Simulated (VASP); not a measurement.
# Li16H (a cell with a defect) in VASP: single point with PBE

Aim: the single point of Li16H (a cell with a defect) with PBE.

Program: VASP 6.6.1. These are calculated values, not measurements. Logs are shortened: lines on timing, memory, paths and dates and some standing lists are left out, and cuts for length are marked.

### Step 1. The cell of the first run

The cell holds a defect, 17 atoms: a = 6.570 Å, b = 6.570 Å, c = 6.570 Å, α = 90.00°, β = 90.00°, γ = 90.00°.

### Step 2. Single point, PBE

Input file INCAR:

```
SYSTEM = Li16H
PREC = Accurate
ENCUT = 520
EDIFF = 1E-7
ISMEAR = -1
SIGMA = 0.05
LREAL = Auto
LASPH = .TRUE.
NELM = 80
ALGO = Normal
ISIF = 2
LWAVE = .FALSE.
LCHARG = .FALSE.
GGA = PE
NBANDS = 38
```

Input file KPOINTS:

```
Automatic mesh
0
G
  2 2 2
  0 0 0
```

Input file POSCAR:

```
Li16H
1.0
    6.5700000000      0.0000000000      0.0000000000
    0.0000000000      6.5700000000      0.0000000000
    0.0000000000      0.0000000000      6.5700000000
Li H
16 1
Direct
   -0.0413593423     -0.0178447603      0.0130021533
    0.5421067327     -0.0175462501     -0.0122762003
    0.0071055262      0.5009223102      0.0138810926
   -0.0127827476      0.0095913406      0.4900292597
    0.2610242963      0.2066245348      0.2108793019
    0.4936087274      0.5005654099     -0.0129118825
    0.5135276224      0.0099505381      0.5111714284
    0.7384476658      0.2666262114      0.2540484643
    0.0410866527      0.4797665567      0.4886023788
    0.2611250764      0.7809290732      0.2292580863
    0.2392492763      0.2066856631      0.7899167936
    0.4596498429      0.4796678003      0.5121266058
    0.7381476782      0.7184177706      0.2770137170
    0.7625632900      0.2669179398      0.7468593775
    0.2399166139      0.7807017160      0.7714936999
    0.7623536560      0.7183422032      0.7237476978
    0.2503421327      0.9864409425      0.0006587261
```

Potentials or basis: VASP PAW PBE potentials, release 64 (Li_sv, H).

Started as:

```
$ cat potpaw_PBE.64/Li_sv/POTCAR potpaw_PBE.64/H/POTCAR > POTCAR
$ mpirun -np 1 vasp_std > vasp.out
```

OUTCAR:

```text
SYSTEM = Li16H
   PREC = Accurate
   ENCUT = 520
   EDIFF = 1E-7
   ISMEAR = -1
   LREAL = Auto
   LASPH = .TRUE.
   NELM = 80
   ISIF = 2
   GGA = PE

 ion  position               nearest neighbor table
   1  0.959  0.982  0.013-
   2  0.542  0.982  0.988-
   3  0.007  0.501  0.014-
   4  0.987  0.010  0.490-
   5  0.261  0.207  0.211-
   6  0.494  0.501  0.987-
[... 9 lines left out ...]
  16  0.762  0.718  0.724-
  17  0.250  0.986  0.001-

  LATTYP: Found a simple cubic cell.
 ALAT       =     6.5700000000

  Lattice vectors:

 A1 = (   6.5700000000,   0.0000000000,   0.0000000000)
 A2 = (   0.0000000000,   6.5700000000,   0.0000000000)
 A3 = (   0.0000000000,   0.0000000000,   6.5700000000)

Analysis of symmetry for initial positions (statically):
=====================================================================
 Subroutine PRICEL returns:
 Original cell was already a primitive cell.

 Routine SETGRP: Setting up the symmetry group for a
 simple cubic supercell.

 Subroutine GETGRP returns: Found  1 space group operations
 (whereof  1 operations were pure point group operations)
 out of a pool of 48 trial point group operations.

The static configuration has the point symmetry C_1 .

Analysis of symmetry for dynamics (positions and initial velocities):
=====================================================================
 Subroutine PRICEL returns:
 Original cell was already a primitive cell.

 Routine SETGRP: Setting up the symmetry group for a
 simple cubic supercell.

 Subroutine GETGRP returns: Found  1 space group operations
 (whereof  1 operations were pure point group operations)
 out of a pool of 48 trial point group operations.

The dynamic configuration has the point symmetry C_1 .

 Subroutine INISYM returns: Found  1 space group operations
 (whereof  1 operations are pure point group operations),
 and found     1 'primitive' translations

----------------------------------------------------------------------------------------

                                     Primitive cell

  volume of cell :     283.5934

  direct lattice vectors                    reciprocal lattice vectors
     6.570000000  0.000000000  0.000000000     0.152207002  0.000000000  0.000000000
     0.000000000  6.570000000  0.000000000     0.000000000  0.152207002  0.000000000
     0.000000000  0.000000000  6.570000000     0.000000000  0.000000000  0.152207002

  length of vectors
     6.570000000  6.570000000  6.570000000     0.152207002  0.152207002  0.152207002

  position of ions in fractional coordinates (direct lattice)
     0.958640658  0.982155240  0.013002153
     0.542106733  0.982453750  0.987723800
     0.007105526  0.500922310  0.013881093
     0.987217252  0.009591341  0.490029260
     0.261024296  0.206624535  0.210879302
     0.493608727  0.500565410  0.987088118
[... 9 lines left out ...]
     0.762353656  0.718342203  0.723747698
     0.250342133  0.986440943  0.000658726

  ion indices of the primitive-cell ions
   primitive index   ion index
                 1           1
                 2           2
                 3           3
                 4           4
                 5           5
                 6           6
[... 9 lines left out ...]
                16          16
                17          17

----------------------------------------------------------------------------------------

 KPOINTS: Automatic mesh

Automatic generation of k-mesh.
 Grid dimensions read from file:
 generate k-points for:    2    2    2

 Generating k-lattice:

  Cartesian coordinates                     Fractional coordinates (reciprocal lattice)
     0.076103501  0.000000000  0.000000000     0.500000000  0.000000000  0.000000000
     0.000000000  0.076103501  0.000000000     0.000000000  0.500000000  0.000000000
     0.000000000  0.000000000  0.076103501     0.000000000  0.000000000  0.500000000

  Length of vectors
     0.076103501  0.076103501  0.076103501

  Shift w.r.t. Gamma in fractional coordinates (k-lattice)
     0.000000000  0.000000000  0.000000000

 Subroutine IBZKPT returns following result:
 ===========================================

 Found      8 irreducible k-points:

 Following reciprocal coordinates:
            Coordinates               Weight
  0.000000  0.000000  0.000000      1.000000
  0.500000  0.000000  0.000000      1.000000
  0.000000  0.500000  0.000000      1.000000
  0.000000  0.000000  0.500000      1.000000
  0.500000  0.500000  0.000000      1.000000
  0.000000  0.500000  0.500000      1.000000
  0.500000  0.000000  0.500000      1.000000
  0.500000  0.500000  0.500000      1.000000
   k-points           NKPTS =      8   k-points in BZ     NKDIM =      8   number of bands    NBANDS=     38
   number of dos      NEDOS =    301   number of ions     NIONS =     17
   total plane-waves  NPLWV = 125000
   dimension x,y,z NGX =    50 NGY =   50 NGZ =   50
   dimension x,y,z NGXF=   100 NGYF=  100 NGZF=  100
   ions per type =              16   1
   NGX,Y,Z   is equivalent  to a cutoff of  12.65, 12.65, 12.65 a.u.
   NGXF,Y,Z  is equivalent  to a cutoff of  25.30, 25.30, 25.30 a.u.
 SYSTEM =  Li16H
   PREC   = accura    normal or accurate (medium, high low for compatibility)
   ISTART =      0    job   : 0-new  1-cont  2-samecut
   ICHARG =      2    charge: 1-file 2-atom 10-const
   ISPIN  =      1    spin polarized calculation?
   LNONCOLLINEAR =      F non collinear calculations
   LSORBIT =      F    spin-orbit coupling
   LASPH  =      T    aspherical Exc in radial PAW
   ENCUT  =  520.0 eV  38.22 Ry    6.18 a.u.  12.22 12.22 12.22*2*pi/ulx,y,z
   NELM   =     80;   NELMIN=  2; NELMDL= -5     # of ELM steps
   EDIFF  = 0.1E-06   stopping-criterion for ELM
   LREAL  =      T    real-space projection
   EDIFFG = 0.1E-05   stopping-criterion for IOM
   NSW    =      0    number of steps for IOM
   IBRION =     -1    ionic relax: 0-MD 1-quasi-New 2-CG
   NFREE  =      0    steps in history (QN), initial steepest desc. (CG)
   ISIF   =      2    stress and relaxation
   ISYM   =      2    0-nonsym 1-usesym 2-fastsym
   POTIM  = 0.5000    time-step for ionic-motion
   TEBEG  =    0.0;   TEEND  =   0.0 temperature during run
   PSTRESS=    0.0 pullay stress
   NELECT =      49.0000    total number of electrons
   NUPDOWN=      -1.0000    fix difference up-down
   EMIN   =  10.00;   EMAX   =-10.00  energy-range for DOS
   EFERMI =   0.00;   METHOD = LEGACY
   ISMEAR =    -1;   SIGMA  =   0.05  broadening in eV -4-tet -1-fermi 0-gaus
   EFERMI_NEDOS =   21; number of points for ismear=-14 and -15
   IALGO  =     38    algorithm
   IMIX   =      4    mixing-type and parameters
     AMIX     =   0.40;   BMIX     =  1.00
     AMIX_MAG =   1.60;   BMIX_MAG =  1.00
  volume/ion in A,a.u.               =      16.68       112.58
  Fermi-wavevector in a.u.,A,eV,Ry     =   0.911818  1.723086 11.312048  0.831412
  Thomas-Fermi vector in A             =   2.036142
   LORBIT       =      0    0 simple, 1 ext, 2 COOP (PROOUT), +10 PAW based schemes
   GGA     = PE    functional components
   LHFCALC =     F    Hartree Fock is set to
   AEXX    =    0.0000 exact exchange contribution
   IVDW    =     0    specifies the selected vdW correction
   LEPSILON=     F    determine dielectric tensor
   LRPA    =     F    only Hartree local field effects (RPA)
 non-spin polarized calculation
  energy-cutoff  :      520.00
  volume of cell :      283.59
 maximum number of plane-waves:      7689
 NGX is ok and might be reduce to    50
   NGX = 25   NGY = 25   NGZ = 25

 number of electron      48.9999935 magnetization

 Free energy of the ion-electron system (eV)
  ---------------------------------------------------
  ext. energy  EPLUGINS =         0.00000000
  ---------------------------------------------------
  free energy    TOTEN  =       -33.92062569 eV

  energy without entropy =      -33.84025989  energy(sigma->0) =      -33.88044279

 E-fermi :   0.9805     XC(G=0):  -7.4287

 val. band max:        0.9715819405   @ k =   0.0000   0.5000   0.5000
 cond. band min:       0.9974625085   @ k =   0.5000   0.0000   0.5000
 fundamental gap:      0.0258805680
 Fermi energy:         0.9805012456

 k-point     1 :       0.0000    0.0000    0.0000
  band No.  band energies     occupation
      1     -45.4238      2.00000
      2     -45.4182      2.00000
      3     -45.3206      2.00000
      4     -45.3093      2.00000
      5     -45.3017      2.00000
      6     -45.2914      2.00000
[... 28 lines left out ...]
     35       4.6652      0.00000
     36       4.7159      0.00000

 k-point     2 :       0.5000    0.0000    0.0000
  band No.  band energies     occupation
      1     -45.4237      2.00000
      2     -45.4181      2.00000
      3     -45.3198      2.00000
      4     -45.3101      2.00000
      5     -45.3016      2.00000
      6     -45.2914      2.00000
[... 28 lines left out ...]
     35       4.7510      0.00000
     36       4.7822      0.00000

 k-point     3 :       0.0000    0.5000    0.0000
  band No.  band energies     occupation
      1     -45.4237      2.00000
      2     -45.4181      2.00000
      3     -45.3206      2.00000
      4     -45.3093      2.00000
      5     -45.3016      2.00000
      6     -45.2914      2.00000
[... 28 lines left out ...]
     35       4.5941      0.00000
     36       4.7627      0.00000
[... 118 lines left out ...]
 k-point     7 :       0.5000    0.0000    0.5000
  band No.  band energies     occupation
      1     -45.4230      2.00000
      2     -45.4189      2.00000
      3     -45.3194      2.00000
      4     -45.3100      2.00000
      5     -45.3018      2.00000
      6     -45.2919      2.00000
[... 28 lines left out ...]
     35       5.1651      0.00000
     36       5.2568      0.00000

 k-point     8 :       0.5000    0.5000    0.5000
  band No.  band energies     occupation
      1     -45.4229      2.00000
      2     -45.4189      2.00000
      3     -45.3195      2.00000
      4     -45.3099      2.00000
      5     -45.3019      2.00000
      6     -45.2919      2.00000
[... 28 lines left out ...]
     35       3.9731      0.00000
     36       4.0254      0.00000
 [bands above 36 left out]

------------------------ aborting loop because EDIFF is reached ----------------------------------------

  FORCE on cell =-STRESS in cart. coord.  units (eV):
  Direction    XX          YY          ZZ          XY          YZ          ZX
  --------------------------------------------------------------------------------------
  -------------------------------------------------------------------------------------
  Total        4.1414730      3.1802505      2.9599720      0.0006483     -0.0019202     -0.2029466
  in kB       23.3974922     17.9670099     16.7225333      0.0036625     -0.0108485     -1.1465586
  external PRESSURE =      19.3623452 kB  Pullay stress =       0.0000000 kB

 VOLUME and BASIS-vectors are now :
 -----------------------------------------------------------------------------
  energy-cutoff  :      520.00
  volume of cell :      283.59
      direct lattice vectors                 reciprocal lattice vectors
     6.570000000  0.000000000  0.000000000     0.152207002  0.000000000  0.000000000
     0.000000000  6.570000000  0.000000000     0.000000000  0.152207002  0.000000000
     0.000000000  0.000000000  6.570000000     0.000000000  0.000000000  0.152207002

 POSITION                                       TOTAL-FORCE (eV/Angst)
 -----------------------------------------------------------------------------------
      6.29827      6.45276      0.08542        -0.037181      0.029089     -0.000373
      3.56164      6.45472      6.48935         0.034096      0.027048      0.000849
      0.04668      3.29106      0.09120        -0.008313     -0.025923      0.009638
      6.48602      0.06302      3.21949         0.010089     -0.021520     -0.012141
      1.71493      1.35752      1.38548         0.000911      0.013759     -0.001914
      3.24301      3.28871      6.48517         0.007856     -0.025466     -0.011348
[... 9 lines left out ...]
      5.00866      4.71951      4.75502        -0.006934      0.010166      0.015892
      1.64475      6.48092      0.00433         0.000169     -0.006504     -0.002966
 -----------------------------------------------------------------------------------
    total drift:                                0.003170     -0.008041     -0.001532

  FREE ENERGIE OF THE ION-ELECTRON SYSTEM (eV)
  ---------------------------------------------------
  free  energy   TOTEN  =       -33.9206256911 eV

  energy  without entropy=      -33.8402598922  energy(sigma->0) =      -33.88044279
```

Run time: 49 s. Hardware: 1 thread of Intel Xeon 6975P-C (Granite Rapids), shared host; peak memory 0.35 GiB.

What came out:

```yaml
Free_energy: -33.9206 eV
Largest_force: 0.047 eV/Å
Band_gap_on_the_k_mesh: zero (an odd number of electrons rules out a gap without spin polarisation)
```

Forces in eV/Å, atoms in the order of the input:
```
Li  -0.037  0.029  0.000
Li   0.034  0.027  0.001
Li  -0.008 -0.026  0.010
Li   0.010 -0.022 -0.012
Li   0.001  0.014 -0.002
Li   0.008 -0.025 -0.011
Li  -0.007 -0.020  0.011
Li   0.006 -0.005 -0.021
Li   0.013  0.015 -0.011
Li  -0.003 -0.012  0.044
Li   0.001  0.013  0.004
Li  -0.013  0.014  0.010
Li   0.008  0.012 -0.015
Li  -0.008 -0.005  0.021
Li   0.002 -0.012 -0.041
Li  -0.007  0.010  0.016
H    0.000 -0.007 -0.003
```

Levels at points of the mesh, in eV from the Fermi level:
```tsv
k point	band 22	band 23	band 24	band 25	band 26	band 27
(0.00, 0.00, 0.00)	-1.09	-1.01	-0.26	0.31	0.31	0.33
(0.50, 0.00, 0.00)	-0.56	-0.55	-0.55	-0.54	-0.49	1.13
(0.00, 0.50, 0.00)	-0.58	-0.52	-0.51	-0.51	-0.49	0.63
(0.00, 0.00, 0.50)	-0.56	-0.53	-0.52	-0.51	-0.49	0.57
(0.50, 0.50, 0.00)	-0.12	-0.08	-0.06	0.13	0.28	0.30
(0.00, 0.50, 0.50)	-0.18	-0.01	0.02	0.07	0.14	0.21
(0.50, 0.00, 0.50)	-0.11	-0.03	0.02	0.06	0.14	0.29
(0.50, 0.50, 0.50)	-1.76	-1.72	-1.70	0.82	2.36	2.41
```

Caveat: the k points lie up to 0.48 Å⁻¹ apart, too coarse for converged energies and pressures of a metal; the cutoff is under 1.25 times the usual one of these potentials, so pressure, stress and relaxed cells hold a basis-set (Pulay) error.

The gap in the log of VASP goes by the Fermi energy; the results here count the filled bands.